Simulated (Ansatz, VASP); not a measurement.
# Cd2S in VASP and in Ansatz

Contents of INCAR:

```
SYSTEM = Cd2S
ALGO = Normal
EDIFF = 1E-7
ENCUT = 520
GGA = PS
ISIF = 2
ISMEAR = -1
LASPH = .TRUE.
LCHARG = .FALSE.
LREAL = .FALSE.
LWAVE = .FALSE.
NBANDS = 22
NELM = 100
PREC = Accurate
SIGMA = 0.05
```

KPOINTS

```
k-points
0
G
  7 7 4
  0 0 0
```

Contents of POSCAR:

```
Cd2S
1.0
    3.9091138886      0.0000000000      0.0000000000
   -1.9545569443      3.3853919338      0.0000000000
    0.0000000000      0.0000000000      5.7306797810
Cd S
2 1
Direct
    0.3333333333      0.6666666667      0.9327170000
    0.6666666667      0.3333333333      0.5787350000
    0.3333333333      0.6666666667      0.3657050000
```

The input input.yaml:

```yaml
crystal:
  lattice:
    - [3.9091138886, 0.0, 0.0]
    - [-1.9545569443, 3.3853919338, 0.0]
    - [0.0, 0.0, 5.730679781]
  atoms:
    - { symbol: Cd, position: [0.3333333333, 0.6666666667, 0.932717] }
    - { symbol: Cd, position: [0.6666666667, 0.3333333333, 0.578735] }
    - { symbol: S, position: [0.3333333333, 0.6666666667, 0.365705] }
hamiltonian:
  xc: pbesol
  pseudopotentials: { kind: paw }
kpoints:
  mp_grid: { grid: [7, 7, 4] }
scf:
  occupations: { method: fermi_dirac, width: 0.05 }
output:
  forces: true
  stress: true
  eigenvalues: true
```

Alike in both runs: task single point; functional PBEsol; k mesh 7 × 7 × 4; occupations fermi-dirac, width 0.05 eV; no spin polarisation.

|  | VASP | Ansatz |
| --- | --- | --- |
| version | VASP 6.6.1 | Ansatz 0.2.0 |
| potentials or method | VASP PAW PBE potentials, release 64 (Cd, S) | Ansatz PAW |
| plane-wave cutoff (eV) | 520 | 420 |
| valence electrons in the cell | 30 | 46 |

|  | VASP | Ansatz | Ansatz less VASP |
| --- | --- | --- | --- |
| gap on the k mesh at the Fermi level (eV) | 0.51 | 0.52 | +0.002 |
| least direct gap on the mesh (eV) | 0.91 | 0.91 | -0.003 |
| pressure (GPa) | -1.1 | -1.5 | -0.33 |
| traceless stress, the component that is largest in VASP (GPa) | 0.13 | 0.02 | -0.105 |
| rms of the force components (eV/Å) | 0.034 | 0.023 | -0.0109 |

VASP's potentials were made for PBE, not for PBEsol. Atom by atom the forces differ by 0.013 eV/Å (rms over components). VASP's potentials hold 30 valence electrons a cell and Ansatz's 46, so a difference there can come from the potentials and not from the codes.

Noted on Ansatz's run: odd divisions of the mesh miss points on the zone boundary, where band edges often lie, so the gap on the mesh can be too wide.
